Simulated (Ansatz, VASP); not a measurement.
**Two plane-wave programs on InSe**

The input INCAR:

```
SYSTEM = InSe
  ALGO = Fast
  EDIFF = 1E-6
  ENCUT = 520
  GGA = PS
  ISIF = 2
  ISMEAR = 0
  LASPH = .True.
  LCHARG = .True.
  LELF = .True.
  LREAL = .False.
  LVHAR = .True.
  LWAVE = .False.
  NBANDS = 48
  NELM = 100
  PREC = Accurate
  SIGMA = 0.05
```

KPOINTS

```
k-points
0
Gamma
  6 7 3
  0 0 0
```

File POSCAR:

```
InSe
1.0
    1.6051187225      0.0000000000     -4.2720903381
    0.0000000000      4.1105485099      0.0000000000
   10.7867816795      0.0000000000      2.5526644231
In Se
4 4
Direct
    0.7024276677      0.0000000000      0.3858026583
    0.0024276677      0.5000000000      0.8858026583
   -0.1024276677      0.0000000000      0.6141973417
    0.5975723323      0.5000000000      0.1141973417
   -0.0446540384      0.0000000000      0.1547212196
    0.2553459616      0.5000000000      0.6547212196
    0.6446540384      0.0000000000      0.8452787804
    0.3446540384      0.5000000000      0.3452787804
```

Input for Ansatz:

```yaml
crystal:
  lattice:
    - [1.6051187225, 0.0, -4.2720903381]
    - [0.0, 4.1105485099, 0.0]
    - [10.7867816795, 0.0, 2.5526644231]
  atoms:
    - { symbol: In, position: [0.7024276677, 0.0, 0.3858026583] }
    - { symbol: In, position: [0.0024276677, 0.5, 0.8858026583] }
    - { symbol: In, position: [-0.1024276677, 0.0, 0.6141973417] }
    - { symbol: In, position: [0.5975723323, 0.5, 0.1141973417] }
    - { symbol: Se, position: [-0.0446540384, 0.0, 0.1547212196] }
    - { symbol: Se, position: [0.2553459616, 0.5, 0.6547212196] }
    - { symbol: Se, position: [0.6446540384, 0.0, 0.8452787804] }
    - { symbol: Se, position: [0.3446540384, 0.5, 0.3452787804] }
basis:
  ecutwfc: 420
kpoints:
  mp_grid: { grid: [6, 7, 3] }
hamiltonian:
  xc: pbesol
scf:
  occupations: { method: gaussian, width: 0.05 }
output:
  forces: true
  stress: true
  eigenvalues: true
```

Alike in both runs: task single point; functional PBEsol; k mesh 6 × 7 × 3; occupations gaussian, width 0.05 eV; no spin polarisation.

|  | VASP | Ansatz |
| --- | --- | --- |
| version | VASP 6.6.1 | Ansatz 0.2.0 |
| potentials or method | VASP PAW PBE potentials, release 64 (In_d, Se), cutoff 520 eV | scalar-relativistic, plane waves, PAW |
| valence electrons in the cell | 76 | 116 |

Ansatz gave:

| Property | Result |
| --- | --- |
| gap on the k mesh at the Fermi level (eV) | none |
| pressure (GPa) | 1.0 |
| traceless stress, the component that is largest in VASP (GPa) | 1.55 |
| rms of the force components (eV/Å) | 0.180 |

Which values does VASP return?

gap on the k mesh at the Fermi level (eV): none; pressure (GPa): 1.1; traceless stress, the component that is largest in VASP (GPa): 1.56; rms of the force components (eV/Å): 0.184.

VASP's potentials were made for PBE, not for PBEsol. Atom by atom the forces differ by 0.009 eV/Å (rms over components). A gap of «none» marks a metal or a gap that the smearing closes. The functional is the same, so the differences come from potentials, cutoffs and numerics. VASP's potentials hold 76 valence electrons a cell and Ansatz's 116, so a difference there can come from the potentials and not from the codes.
